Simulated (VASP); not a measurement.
# AlCo (Pm) in VASP: single point with PBE

Aim: the single point of AlCo with PBE.

All numbers are computed with VASP 6.6.1; they aren't measurements. Logs are shortened: lines on timing, memory, paths and dates and some standing lists are left out, and cuts for length are marked.

### 1 The cell of the first run

The structure is monoclinic, space group Pm (No. 6). Conventional cell: a = 2.852 Å, b = 2.852 Å, c = 8.598 Å, α = 90.00°, β = 95.71°, γ = 90.00°. Within 3.3 Å of Al (site symmetry m) lie 8 Co at 2.47 Å and 6 Al at 2.85 to 2.98 Å. Within 3.3 Å of Al (site symmetry m) lie 8 Co at 2.47 Å and 6 Al at 2.85 Å. Al (site symmetry m) has 8 Co at 2.10 to 3.04 Å and 6 Al at 2.85 to 2.98 Å within 3.1 Å. Co (site symmetry m) has 8 Al at 2.10 to 3.04 Å and 6 Co at 2.85 to 2.98 Å within 3.1 Å. Within 3.3 Å of Co (site symmetry m) lie 8 Al at 2.47 Å and 6 Co at 2.85 Å. Within 3.3 Å of Co (site symmetry m) lie 8 Al at 2.47 Å and 6 Co at 2.85 to 2.98 Å.

### 2 Single point, PBE (the part above a cut slid along it)

File INCAR:

```
PREC     = Accurate       # precision mode
ENCUT    = 520            # plane-wave cutoff, eV
EDIFF    = 1E-7           # SCF threshold, eV
ISMEAR   = 0              # smearing method
SIGMA    = 0.15           # smearing width, eV
LREAL    = F              # projectors in reciprocal space
LASPH    = T              # aspherical terms in the spheres
NELM     = 100            # most SCF steps
ALGO     = Fast           # electronic algorithm
ISIF     = 2              # what is computed and relaxed
LWAVE    = F              # write WAVECAR
LCHARG   = F              # write CHGCAR
GGA      = PE             # functional
NBANDS   = 27             # bands
```

File KPOINTS:

```
Automatic mesh
0
Gamma
  21 21 7
```

File POSCAR:

```
AlCo
1.0
    0.0000000000     -2.8519024102      0.0000000000
    0.0000000000      0.0000000000     -2.8519024102
    8.5557072306     -0.8555707231      0.0000000000
Al Co
3 3
Direct
    0.9250050000      1.0000000000      0.2499833333
    0.8250050000      1.0000000000      0.5833166667
    0.7250050000      1.0000000000      0.9166500000
    0.4750050000      0.5000000000      0.0833166667
    0.3750050000      0.5000000000      0.4166500000
    0.2750050000      0.5000000000      0.7499833333
```

Potentials or basis: VASP PAW PBE potentials, release 64 (Al, Co).

Command:

```
> cat potpaw_PBE.64/Al/POTCAR potpaw_PBE.64/Co/POTCAR > POTCAR
> mpirun -np 1 vasp_std > vasp.out
```

OUTCAR:

```text
PREC = Accurate
   ENCUT = 520
   EDIFF = 1E-7
   ISMEAR = 0
   LREAL = F
   LASPH = T
   NELM = 100
   ISIF = 2
   GGA = PE

 ion  position               nearest neighbor table
   1  0.925  0.000  0.250-   4 2.47   4 2.47   4 2.47   4 2.47   5 2.47   5 2.47   5 2.47   5 2.47
                             2 2.85   3 2.98
   2  0.825  0.000  0.583-   6 2.47   6 2.47   6 2.47   6 2.47   5 2.47   5 2.47   5 2.47   5 2.47
                             3 2.85   1 2.85
   3  0.725  0.000  0.917-   4 2.10   4 2.10   6 2.47   6 2.47   6 2.47   6 2.47   2 2.85   1 2.98
                             4 3.04   4 3.04
   4  0.475  0.500  0.083-   3 2.10   3 2.10   1 2.47   1 2.47   1 2.47   1 2.47   5 2.85   6 2.98
                             3 3.04   3 3.04
   5  0.375  0.500  0.417-   1 2.47   1 2.47   2 2.47   2 2.47   1 2.47   1 2.47   2 2.47   2 2.47
                             4 2.85   6 2.85
   6  0.275  0.500  0.750-   2 2.47   2 2.47   2 2.47   2 2.47   3 2.47   3 2.47   3 2.47   3 2.47
                             5 2.85   4 2.98

  LATTYP: Found a simple monoclinic cell.
 ALAT       =     2.8519024102
 B/A-ratio  =     1.0000000000
 C/A-ratio  =     3.0149626863
 COS(beta)  =    -0.0995037190

  Lattice vectors:

 A1 = (   0.0000000000,  -2.8519024102,   0.0000000000)
 A2 = (   0.0000000000,   0.0000000000,   2.8519024102)
 A3 = (  -8.5557072306,   0.8555707231,   0.0000000000)

Analysis of symmetry for initial positions (statically):
=====================================================================
 Subroutine PRICEL returns:
 Original cell was already a primitive cell.

 Routine SETGRP: Setting up the symmetry group for a
 simple monoclinic supercell.

 Subroutine GETGRP returns: Found  2 space group operations
 (whereof  2 operations were pure point group operations)
 out of a pool of  4 trial point group operations.

The static configuration has the point symmetry C_1h.

Analysis of symmetry for dynamics (positions and initial velocities):
=====================================================================
 Subroutine PRICEL returns:
 Original cell was already a primitive cell.

 Routine SETGRP: Setting up the symmetry group for a
 simple monoclinic supercell.

 Subroutine GETGRP returns: Found  2 space group operations
 (whereof  2 operations were pure point group operations)
 out of a pool of  4 trial point group operations.

The dynamic configuration has the point symmetry C_1h.

 Subroutine INISYM returns: Found  2 space group operations
 (whereof  2 operations are pure point group operations),
 and found     1 'primitive' translations

----------------------------------------------------------------------------------------

                                     Primitive cell

  volume of cell :      69.5865

  direct lattice vectors                    reciprocal lattice vectors
     0.000000000 -2.851902410  0.000000000    -0.035064313 -0.350643134  0.000000000
     0.000000000  0.000000000 -2.851902410     0.000000000  0.000000000 -0.350643134
     8.555707231 -0.855570723  0.000000000     0.116881045  0.000000000  0.000000000

  length of vectors
     2.851902410  2.851902410  8.598379352     0.352391989  0.350643134  0.116881045

  position of ions in fractional coordinates (direct lattice)
     0.925005000  0.000000000  0.249983333
     0.825005000  0.000000000  0.583316667
     0.725005000  0.000000000  0.916650000
     0.475005000  0.500000000  0.083316667
     0.375005000  0.500000000  0.416650000
     0.275005000  0.500000000  0.749983333

  ion indices of the primitive-cell ions
   primitive index   ion index
                 1           1
                 2           2
                 3           3
                 4           4
                 5           5
                 6           6

----------------------------------------------------------------------------------------

 KPOINTS: Automatic mesh

Automatic generation of k-mesh.
 Grid dimensions read from file:
 generate k-points for:   21   21    7

 Generating k-lattice:

  Cartesian coordinates                     Fractional coordinates (reciprocal lattice)
    -0.001669729 -0.016697292  0.000000000     0.047619048  0.000000000 -0.000000000
     0.000000000  0.000000000 -0.016697292     0.000000000  0.047619048  0.000000000
     0.016697292  0.000000000  0.000000000     0.000000000  0.000000000  0.142857143

  Length of vectors
     0.016780571  0.016697292  0.016697292

  Shift w.r.t. Gamma in fractional coordinates (k-lattice)
     0.000000000  0.000000000  0.000000000

 Subroutine IBZKPT returns following result:
 ===========================================

 Found    814 irreducible k-points:

 Following reciprocal coordinates:
            Coordinates               Weight
  0.000000  0.000000  0.000000      1.000000
  0.047619  0.000000 -0.000000      2.000000
  0.095238  0.000000 -0.000000      2.000000
  0.142857  0.000000 -0.000000      2.000000
  0.190476  0.000000 -0.000000      2.000000
  0.238095  0.000000  0.000000      2.000000
[... 16 lines left out ...]
  0.000000  0.095238  0.000000      2.000000
  0.047619  0.095238 -0.000000      4.000000
 [... further k-points ...]
   k-points           NKPTS =    814   k-points in BZ     NKDIM =    814   number of bands    NBANDS=     27
   number of dos      NEDOS =    301   number of ions     NIONS =      6
   total plane-waves  NPLWV =  36864
   dimension x,y,z NGX =    24 NGY =   24 NGZ =   64
   dimension x,y,z NGXF=    48 NGYF=   48 NGZF=  128
   ions per type =               3   3
   NGX,Y,Z   is equivalent  to a cutoff of  13.99, 13.99, 12.37 a.u.
   NGXF,Y,Z  is equivalent  to a cutoff of  27.98, 27.98, 24.75 a.u.
 SYSTEM =  unknown system
   PREC   = accura    normal or accurate (medium, high low for compatibility)
   ISTART =      0    job   : 0-new  1-cont  2-samecut
   ICHARG =      2    charge: 1-file 2-atom 10-const
   ISPIN  =      1    spin polarized calculation?
   LNONCOLLINEAR =      F non collinear calculations
   LSORBIT =      F    spin-orbit coupling
   LASPH  =      T    aspherical Exc in radial PAW
   ENCUT  =  520.0 eV  38.22 Ry    6.18 a.u.   5.30  5.30 15.99*2*pi/ulx,y,z
   NELM   =    100;   NELMIN=  2; NELMDL= -5     # of ELM steps
   EDIFF  = 0.1E-06   stopping-criterion for ELM
   LREAL  =      F    real-space projection
   EDIFFG = 0.1E-05   stopping-criterion for IOM
   NSW    =      0    number of steps for IOM
   IBRION =     -1    ionic relax: 0-MD 1-quasi-New 2-CG
   NFREE  =      0    steps in history (QN), initial steepest desc. (CG)
   ISIF   =      2    stress and relaxation
   ISYM   =      2    0-nonsym 1-usesym 2-fastsym
   POTIM  = 0.5000    time-step for ionic-motion
   TEBEG  =    0.0;   TEEND  =   0.0 temperature during run
   PSTRESS=    0.0 pullay stress
   NELECT =      36.0000    total number of electrons
   NUPDOWN=      -1.0000    fix difference up-down
   EMIN   =  10.00;   EMAX   =-10.00  energy-range for DOS
   EFERMI =   0.00;   METHOD = LEGACY
   ISMEAR =     0;   SIGMA  =   0.15  broadening in eV -4-tet -1-fermi 0-gaus
   EFERMI_NEDOS =   21; number of points for ismear=-14 and -15
   IALGO  =     68    algorithm
   IMIX   =      4    mixing-type and parameters
     AMIX     =   0.40;   BMIX     =  1.00
     AMIX_MAG =   1.60;   BMIX_MAG =  1.00
  volume/ion in A,a.u.               =      11.60        78.27
  Fermi-wavevector in a.u.,A,eV,Ry     =   1.314218  2.483511 23.499543  1.727168
  Thomas-Fermi vector in A             =   2.444486
   LORBIT       =      0    0 simple, 1 ext, 2 COOP (PROOUT), +10 PAW based schemes
   GGA     = PE    functional components
   LHFCALC =     F    Hartree Fock is set to
   AEXX    =    0.0000 exact exchange contribution
   IVDW    =     0    specifies the selected vdW correction
   LEPSILON=     F    determine dielectric tensor
   LRPA    =     F    only Hartree local field effects (RPA)
 non-spin polarized calculation
 RMM-DIIS sequential band-by-band and
 Gauss-broadening in eV      SIGMA  =   0.15
  energy-cutoff  :      520.00
  volume of cell :       69.59
 maximum number of plane-waves:      1898
 NGX is ok and might be reduce to    24
   NGX = 11   NGY = 11   NGZ = 31

 number of electron      35.9999994 magnetization

 Free energy of the ion-electron system (eV)
  ---------------------------------------------------
  ext. energy  EPLUGINS =         0.00000000
  ---------------------------------------------------
  free energy    TOTEN  =       -34.66028612 eV

  energy without entropy =      -34.62842192  energy(sigma->0) =      -34.64435402

 E-fermi :  10.4708     XC(G=0): -12.2330

 val. band max:       10.4696109242   @ k =   0.0476   0.4762  -0.0000
 cond. band min:      10.4726372354   @ k =  -0.2857   0.0000   0.4286
 fundamental gap:      0.0030263113
 Fermi energy:        10.4707862658

 k-point     1 :       0.0000    0.0000    0.0000
  band No.  band energies     occupation
      1      -0.4996      2.00000
      2       1.4978      2.00000
      3       1.5990      2.00000
      4       6.2752      2.00000
      5       6.3561      2.00000
      6       7.4621      2.00000
[... 19 lines left out ...]
     26      18.9827      0.00000
     27      19.1293      0.00000

 k-point     2 :       0.0476    0.0000   -0.0000
  band No.  band energies     occupation
      1      -0.4565      2.00000
      2       1.5115      2.00000
      3       1.6643      2.00000
      4       6.2661      2.00000
      5       6.4068      2.00000
      6       7.4737      2.00000
[... 19 lines left out ...]
     26      19.0087      0.00000
     27      19.2283      0.00000

 k-point     3 :       0.0952    0.0000   -0.0000
  band No.  band energies     occupation
      1      -0.3272      2.00000
      2       1.5813      2.00000
      3       1.8305      2.00000
      4       6.2783      2.00000
      5       6.5159      2.00000
      6       7.5067      2.00000
[... 594 lines left out ...]
      1      -0.3277      2.00000
      2       1.6549      2.00000
      3       1.7566      2.00000
      4       6.3762      2.00000
      5       6.4429      2.00000
      6       7.4550      2.00000
[... 19 lines left out ...]
     26      18.0435      0.00000
     27      19.3656      0.00000

 k-point    24 :       0.0476    0.0952   -0.0000
  band No.  band energies     occupation
      1      -0.2847      2.00000
      2       1.6687      2.00000
      3       1.8211      2.00000
      4       6.3648      2.00000
      5       6.4951      2.00000
      6       7.4672      2.00000
[... 19 lines left out ...]
     26      17.8138      0.00000
     27      19.4494      0.00000

 [... further k-points ...]
[... 5 lines left out ...]
  --------------------------------------------------------------------------------------
  -------------------------------------------------------------------------------------
  Total        4.6150460      0.4376807      4.3802051      3.9032265      0.0000000      0.0000000
  in kB      106.2579372     10.0772655    100.8509029     89.8688327      0.0000000      0.0000000
  external PRESSURE =      72.3953685 kB  Pullay stress =       0.0000000 kB

 VOLUME and BASIS-vectors are now :
 -----------------------------------------------------------------------------
  energy-cutoff  :      520.00
  volume of cell :       69.59
      direct lattice vectors                 reciprocal lattice vectors
     0.000000000 -2.851902410  0.000000000    -0.035064313 -0.350643134  0.000000000
     0.000000000  0.000000000 -2.851902410     0.000000000  0.000000000 -0.350643134
     8.555707231 -0.855570723  0.000000000     0.116881045  0.000000000  0.000000000

 POSITION                                       TOTAL-FORCE (eV/Angst)
 -----------------------------------------------------------------------------------
      2.13878     -2.85190      0.00000        -0.194618      0.103952      0.000000
      4.99069     -2.85190      0.00000         0.034059     -0.011850      0.000000
      7.84259     -2.85190      0.00000        -3.317451     -2.144878      0.000000
      0.71283     -1.42595     -1.42595         3.343553      2.285597      0.000000
      3.56474     -1.42595     -1.42595         0.013817      0.014680      0.000000
      6.41664     -1.42595     -1.42595         0.120640     -0.247501      0.000000
 -----------------------------------------------------------------------------------
    total drift:                               -0.000225     -0.000052     -0.000000

  FREE ENERGIE OF THE ION-ELECTRON SYSTEM (eV)
  ---------------------------------------------------
  free  energy   TOTEN  =       -34.6602861206 eV

  energy  without entropy=      -34.6284219227  energy(sigma->0) =      -34.64435402
```

It took 29 min on 1 thread of Oxide Virtual Turin-like, shared host; peak memory 1.1 GiB.

Results:

```
Free energy            : -34.6603 eV
Pressure               : 7.2 GPa
Largest force          : 4.050 eV/Å
Band gap on the k mesh : zero (bands 18 and 19 overlap by 0.73 eV)
```

Forces in eV/Å, atoms in the order of the input:
```
Al  -0.195  0.104  0.000
Al   0.034 -0.012  0.000
Al  -3.317 -2.145  0.000
Co   3.344  2.286  0.000
Co   0.014  0.015  0.000
Co   0.121 -0.248  0.000
```

Stress tensor (GPa, compression positive):
```
10.63  8.99  0.00
 8.99  1.01  0.00
 0.00  0.00 10.09
```

Levels at points of the mesh, in eV from the Fermi level:
```csv
k point,band 15,band 16,band 17,band 18,band 19,band 20,band 21,band 22
"(0.00, 0.00, 0.00)",-0.94,-0.79,-0.74,-0.61,0.51,0.73,5.98,6.05
```

Caveat: the cell differs from its parent crystal (the part above a cut slid along it); the stress differs along the axes, from 1 to 11 GPa; the run has no spin polarisation, though such a crystal can be magnetic; forces of over 1 eV/Å act on the atoms, so gaps and moduli don't describe the material at rest.
